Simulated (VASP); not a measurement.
# AlNi: single point with RPBE

AlNi:

```
CELL_PARAMETERS angstrom
2.88100 0.00000 0.00000
0.00000 2.88100 0.00000
0.00000 0.00000 2.88100
ATOMIC_POSITIONS crystal
Al 0.00000 0.00000 0.00000
Ni 0.50000 0.50000 0.50000
```

| Property | Result |
| --- | --- |
| Program | VASP 6.6.1 |
| Task | single point |
| Functional | RPBE |
| Potentials or basis | VASP PAW PBE potentials, release 64 (Al, Ni) |
| Cutoff | 520 eV |
| k mesh | 9 × 9 × 9 |
| Occupations | fermi-dirac, width 0.1 eV |
| Spin | collinear spin, ferromagnetic start |
| Starting moments | [0.0, 1.0] μB |

```yaml
Pressure: 5.8 GPa
Net_moment: 0.00 μB per cell
Valence_electrons_inside_the_program's_atomic_spheres: Al 0.80; Ni 9.45
```

Levels at points of the mesh, in eV from the Fermi level:
Spin up:
```
           k point  band 2  band 3  band 4  band 5  band 6  band 7  band 8  band 9  band 10  band 11
(0.00, 0.00, 0.00)   -3.24   -3.24   -1.56   -1.56   -1.56    5.52    5.52    5.52     8.06     8.06
```
Spin down:
| k point | band 3 | band 4 | band 5 | band 6 | band 7 | band 8 | band 9 | band 10 |
| --- | --- | --- | --- | --- | --- | --- | --- | --- |
| (0.00, 0.00, 0.00) | -3.24 | -1.56 | -1.56 | -1.56 | 5.52 | 5.52 | 5.52 | 8.06 |

Run time: 11 s on 1 thread of Intel(R) Xeon(R) 6975P-C (Granite Rapids), with other jobs on the host, peak memory 0.15 GiB.

Caveat: the PAW data sets were made with another functional, which shifts forces and pressure a little.
